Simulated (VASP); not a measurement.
# Si2Mo (P6_222) in VASP: electric field gradients with PBE

Aim: the electric field gradients of Si2Mo with PBE.

Everything below comes from runs of VASP 6.6.1. Logs are shortened: lines on timing, memory, paths and dates and some standing lists are left out, and cuts for length are marked.

### Step 1. The cell of the first run

It takes space group P6_222 (No. 180, hexagonal). The conventional cell has a = 4.585 Å, b = 4.585 Å, c = 6.580 Å, α = 90.00°, β = 90.00°, γ = 120.00°. Within 3.4 Å of Mo (site symmetry 222) lie 10 Si at 2.57 to 2.67 Å and 4 Mo at 3.17 Å. Within 3.4 Å of Si (site symmetry 2) lie 9 Si at 2.55 to 3.20 Å and 5 Mo at 2.57 to 2.67 Å.

### Step 2. Electric field gradients, PBE

INCAR

```
SYSTEM = Si2Mo
PREC = Accurate
ENCUT = 520
EDIFF = 1E-8
ISMEAR = -1
SIGMA = 0.05
LREAL = .FALSE.
LASPH = .TRUE.
NELM = 100
ALGO = Normal
ISIF = 2
LWAVE = .FALSE.
LCHARG = .FALSE.
GGA = PE
LEFG = .TRUE.
NBANDS = 43
```

KPOINTS

```
regular mesh
0
G
  7 7 4
  0 0 0
```

POSCAR

```
Si2Mo
1.0
    4.5854715599      0.0000000000      0.0000000000
   -2.2927357800      3.9711348592      0.0000000000
    0.0000000000      0.0000000000      6.5797601000
Mo Si
3 6
Direct
    0.5000000000      0.5000000000      0.8333333333
    0.0000000000      0.5000000000      0.1666666667
    0.5000000000      0.0000000000      0.5000000000
    0.1638729800      0.3277459600      0.5000000000
    0.6722540400      0.8361270200      0.1666666667
    0.8361270200      0.1638729800      0.8333333333
    0.8361270200      0.6722540400      0.5000000000
    0.3277459600      0.1638729800      0.1666666667
    0.1638729800      0.8361270200      0.8333333333
```

Potentials or basis: VASP PAW PBE potentials, release 64 (Mo_sv, Si).

Run with:

```sh
> cat potpaw_PBE.64/Mo_sv/POTCAR potpaw_PBE.64/Si/POTCAR > POTCAR
> mpirun -np 1 vasp_std > vasp.out
```

OUTCAR:

```text
SYSTEM = Si2Mo
   PREC = Accurate
   ENCUT = 520
   EDIFF = 1E-8
   ISMEAR = -1
   LREAL = .FALSE.
   LASPH = .TRUE.
   NELM = 100
   ISIF = 2
   GGA = PE

 ion  position               nearest neighbor table
   1  0.500  0.500  0.833-   4 2.57   7 2.57   5 2.57   8 2.57   9 2.64   6 2.64   9 2.64   6 2.64
                             6 2.67   9 2.67   3 3.17   3 3.17   2 3.17   2 3.17
   2  0.000  0.500  0.167-   4 2.57   7 2.57   6 2.57   9 2.57   8 2.64   5 2.64   5 2.64   8 2.64
                             5 2.67   8 2.67   3 3.17   3 3.17   1 3.17   1 3.17
   3  0.500  0.000  0.500-   6 2.57   9 2.57   8 2.57   5 2.57   4 2.64   7 2.64   7 2.64   4 2.64
                             4 2.67   7 2.67   2 3.17   2 3.17   1 3.17   1 3.17
   4  0.164  0.328  0.500-   6 2.55   8 2.55   1 2.57   2 2.57   7 2.60   3 2.64   3 2.64   3 2.67
                             7 2.67   7 2.67   5 3.15   9 3.15
   5  0.672  0.836  0.167-   7 2.55   6 2.55   3 2.57   1 2.57   8 2.60   2 2.64   2 2.64   2 2.67
                             8 2.67   8 2.67   4 3.15   9 3.15
   6  0.836  0.164  0.833-   4 2.55   5 2.55   3 2.57   2 2.57   9 2.60   1 2.64   1 2.64   1 2.67
                             9 2.67   9 2.67   7 3.15   8 3.15
   7  0.836  0.672  0.500-   9 2.55   5 2.55   1 2.57   2 2.57   4 2.60   3 2.64   3 2.64   3 2.67
                             4 2.67   4 2.67   8 3.15   6 3.15
   8  0.328  0.164  0.167-   4 2.55   9 2.55   3 2.57   1 2.57   5 2.60   2 2.64   2 2.64   2 2.67
                             5 2.67   5 2.67   7 3.15   6 3.15
   9  0.164  0.836  0.833-   7 2.55   8 2.55   3 2.57   2 2.57   6 2.60   1 2.64   1 2.64   1 2.67
                             6 2.67   6 2.67   4 3.15   5 3.15

  LATTYP: Found a hexagonal cell.
 ALAT       =     4.5854715599
 C/A-ratio  =     1.4349146024

  Lattice vectors:

 A1 = (   4.5854715599,   0.0000000000,   0.0000000000)
 A2 = (  -2.2927357800,   3.9711348592,   0.0000000000)
 A3 = (   0.0000000000,   0.0000000000,   6.5797601000)

Analysis of symmetry for initial positions (statically):
=====================================================================
 Subroutine PRICEL returns:
 Original cell was already a primitive cell.

 Routine SETGRP: Setting up the symmetry group for a
 hexagonal supercell.

 Subroutine GETGRP returns: Found 12 space group operations
 (whereof  4 operations were pure point group operations)
 out of a pool of 24 trial point group operations.

The static configuration has the point symmetry D_2 .
 The point group associated with its full space group is D_6 .

Analysis of symmetry for dynamics (positions and initial velocities):
=====================================================================
 Subroutine PRICEL returns:
 Original cell was already a primitive cell.

 Routine SETGRP: Setting up the symmetry group for a
 hexagonal supercell.

 Subroutine GETGRP returns: Found 12 space group operations
 (whereof  4 operations were pure point group operations)
 out of a pool of 24 trial point group operations.

The dynamic configuration has the point symmetry D_2 .
 The point group associated with its full space group is D_6 .

 Subroutine INISYM returns: Found 12 space group operations
 (whereof  4 operations are pure point group operations),
 and found     1 'primitive' translations

----------------------------------------------------------------------------------------

                                     Primitive cell

  volume of cell :     119.8143

  direct lattice vectors                    reciprocal lattice vectors
     4.585471560  0.000000000  0.000000000     0.218080079  0.125908592  0.000000000
    -2.292735780  3.971134859  0.000000000     0.000000000  0.251817185  0.000000000
     0.000000000  0.000000000  6.579760100     0.000000000  0.000000000  0.151981225

  length of vectors
     4.585471560  4.585471560  6.579760100     0.251817185  0.251817185  0.151981225

  position of ions in fractional coordinates (direct lattice)
     0.500000000  0.500000000  0.833333333
     1.000000000  0.500000000  0.166666667
     0.500000000  0.000000000  0.500000000
     0.163872980  0.327745960  0.500000000
     0.672254040  0.836127020  0.166666667
[... 102 lines left out ...]
   ISMEAR =    -1;   SIGMA  =   0.05  broadening in eV -4-tet -1-fermi 0-gaus
   EFERMI_NEDOS =   21; number of points for ismear=-14 and -15
   IALGO  =     38    algorithm
   IMIX   =      4    mixing-type and parameters
     AMIX     =   0.40;   BMIX     =  1.00
     AMIX_MAG =   1.60;   BMIX_MAG =  1.00
  volume/ion in A,a.u.               =      13.31        89.84
  Fermi-wavevector in a.u.,A,eV,Ry     =   1.342002  2.536017 24.503685  1.800970
  Thomas-Fermi vector in A             =   2.470191
   LORBIT       =      0    0 simple, 1 ext, 2 COOP (PROOUT), +10 PAW based schemes
   GGA     = PE    functional components
   LHFCALC =     F    Hartree Fock is set to
   AEXX    =    0.0000 exact exchange contribution
   IVDW    =     0    specifies the selected vdW correction
   LEPSILON=     F    determine dielectric tensor
   LRPA    =     F    only Hartree local field effects (RPA)
 non-spin polarized calculation
  energy-cutoff  :      520.00
  volume of cell :      119.81
 maximum number of plane-waves:      3300
 NGX is ok and might be reduce to    36
   NGX = 17   NGY = 17   NGZ = 25

 number of electron      65.9999996 magnetization

 Free energy of the ion-electron system (eV)
  ---------------------------------------------------
  ext. energy  EPLUGINS =         0.00000000
  ---------------------------------------------------
  free energy    TOTEN  =       -69.51542520 eV

  energy without entropy =      -69.51368922  energy(sigma->0) =      -69.51455721

 E-fermi :  12.9447     XC(G=0): -12.4600

 val. band max:       12.8107692665   @ k =   0.4286  -0.0000   0.5000
 cond. band min:      13.0767142926   @ k =   0.4286  -0.0000   0.0000
 fundamental gap:      0.2659450261
 Fermi energy:        12.9446596800

 k-point     1 :       0.0000    0.0000    0.0000
  band No.  band energies     occupation
      1     -48.2290      2.00000
      2     -48.1986      2.00000
      3     -48.1986      2.00000
      4     -22.4729      2.00000
      5     -22.4699      2.00000
      6     -22.4699      2.00000
[... 1093 lines left out ...]
     42      16.1530      0.00000
     43      16.2011      0.00000

------------------------ aborting loop because EDIFF is reached ----------------------------------------

  FORCE on cell =-STRESS in cart. coord.  units (eV):
  Direction    XX          YY          ZZ          XY          YZ          ZX
  --------------------------------------------------------------------------------------
  -------------------------------------------------------------------------------------
  Total        2.8067620      2.8067620      2.6590454     -0.0000000      0.0000000      0.0000000
  in kB       37.5324983     37.5324983     35.5572072     -0.0000000      0.0000000      0.0000000
  external PRESSURE =      36.8740679 kB  Pullay stress =       0.0000000 kB

 VOLUME and BASIS-vectors are now :
 -----------------------------------------------------------------------------
  energy-cutoff  :      520.00
  volume of cell :      119.81
      direct lattice vectors                 reciprocal lattice vectors
     4.585471560  0.000000000  0.000000000     0.218080079  0.125908592  0.000000000
    -2.292735780  3.971134859  0.000000000     0.000000000  0.251817185  0.000000000
     0.000000000  0.000000000  6.579760100     0.000000000  0.000000000  0.151981225

 POSITION                                       TOTAL-FORCE (eV/Angst)
 -----------------------------------------------------------------------------------
      1.14637      1.98557      5.48313        -0.000000     -0.000000     -0.000000
     -1.14637      1.98557      1.09663        -0.000000      0.000000      0.000000
      2.29274      0.00000      3.28988        -0.000000     -0.000000     -0.000000
     -0.00000      1.30152      3.28988        -0.000000      0.005498     -0.000000
      1.16558      3.32037      1.09663        -0.004761     -0.002749     -0.000000
      3.45832      0.65076      5.48313        -0.004761      0.002749      0.000000
      2.29274      2.66961      3.28988         0.000000     -0.005498     -0.000000
      1.12715      0.65076      1.09663         0.004761      0.002749     -0.000000
     -1.16558      3.32037      5.48313         0.004761     -0.002749     -0.000000
 -----------------------------------------------------------------------------------
    total drift:                               -0.000000     -0.000000      0.000001

  FREE ENERGIE OF THE ION-ELECTRON SYSTEM (eV)
  ---------------------------------------------------
  free  energy   TOTEN  =       -69.5154252023 eV

  energy  without entropy=      -69.5136892236  energy(sigma->0) =      -69.51455721

 Electric field gradients (V/A^2)
---------------------------------------------------------------------
 ion       V_xx      V_yy      V_zz      V_xy      V_xz      V_yz
---------------------------------------------------------------------
   1       2.050   -23.338    21.288   -21.987    -0.000    -0.000
   2       2.050   -23.338    21.288    21.987     0.000    -0.000
   3     -36.032    14.744    21.287    -0.000    -0.000    -0.000
   4      -2.917     1.714     1.203    -0.000   -15.649    -0.000
   5       0.556    -1.759     1.203     2.005     7.824   -13.552
   6       0.556    -1.759     1.203    -2.005    -7.824   -13.552
   7      -2.917     1.714     1.203    -0.000    15.649     0.000
   8       0.556    -1.759     1.203     2.005    -7.824    13.552
   9       0.556    -1.759     1.203    -2.005     7.824    13.552
---------------------------------------------------------------------

 Electric field gradients after diagonalization (V/A^2)
 (convention: |V_zz| > |V_xx| > |V_yy|)
----------------------------------------------------------------------
 ion       V_xx      V_yy      V_zz     asymmetry (V_yy - V_xx)/ V_zz
----------------------------------------------------------------------
   1      21.288    14.744   -36.032       0.182
   2      21.288    14.744   -36.032       0.182
   3      21.287    14.744   -36.032       0.182
   4      14.927     1.714   -16.640       0.794
   5      14.927     1.714   -16.640       0.794
   6      14.927     1.714   -16.641       0.794
   7      14.927     1.714   -16.640       0.794
   8      14.927     1.714   -16.640       0.794
   9      14.927     1.714   -16.641       0.794
----------------------------------------------------------------------

           NMR quadrupolar parameters

 Cq : quadrupolar parameter    Cq=e*Q*V_zz/h
 eta: asymmetry parameters     (V_yy - V_xx)/ V_zz
 Q  : nuclear electric quadrupole moment in mb (millibarn)
----------------------------------------------------------------------
 ion       Cq(MHz)       eta       Q (mb)
----------------------------------------------------------------------
   1      -0.087       0.182       1.000
   2      -0.087       0.182       1.000
   3      -0.087       0.182       1.000
   4      -0.040       0.794       1.000
   5      -0.040       0.794       1.000
   6      -0.040       0.794       1.000
   7      -0.040       0.794       1.000
   8      -0.040       0.794       1.000
   9      -0.040       0.794       1.000
----------------------------------------------------------------------
```

It took 56 s on 1 thread of Intel Xeon 6975P-C (Granite Rapids), shared host; peak memory 0.28 GiB.

What came out:

```yaml
Free_energy: -69.5154 eV
Pressure: 3.7 GPa
Largest_force: 0.005 eV/Å
Band_gap_on_the_k_mesh: 0.27 eV (least direct gap 0.63 eV)
Largest_electric_field_gradient_by_atom: Mo -36.0; Si -16.6 V/Å²
```

Forces on the atoms (eV/Å):
```
Mo   0.000  0.000  0.000
Mo   0.000  0.000  0.000
Mo   0.000  0.000  0.000
Si   0.000  0.005  0.000
Si  -0.005 -0.003  0.000
Si  -0.005  0.003  0.000
Si   0.000 -0.005  0.000
Si   0.005  0.003  0.000
Si   0.005 -0.003  0.000
```

Stress tensor (GPa, compression positive):
```
3.75 0.00 0.00
0.00 3.75 0.00
0.00 0.00 3.56
```

Electric field gradients, principal values (V/Å²):
```
atom   least  middle  greatest (by size)
1 Mo  14.744  21.288             -36.032
2 Mo  14.744  21.288             -36.032
3 Mo  14.744  21.287             -36.032
4 Si   1.714  14.927             -16.640
5 Si   1.714  14.927             -16.640
6 Si   1.714  14.927             -16.641
7 Si   1.714  14.927             -16.640
8 Si   1.714  14.927             -16.640
9 Si   1.714  14.927             -16.641
```

Caveat: the cell stands under pressure; without QUAD_EFG the Cq values of the log hold for a quadrupole moment of 1 mb, not for the nuclei; an odd mesh through Γ misses points on the zone boundary, where band edges can lie.
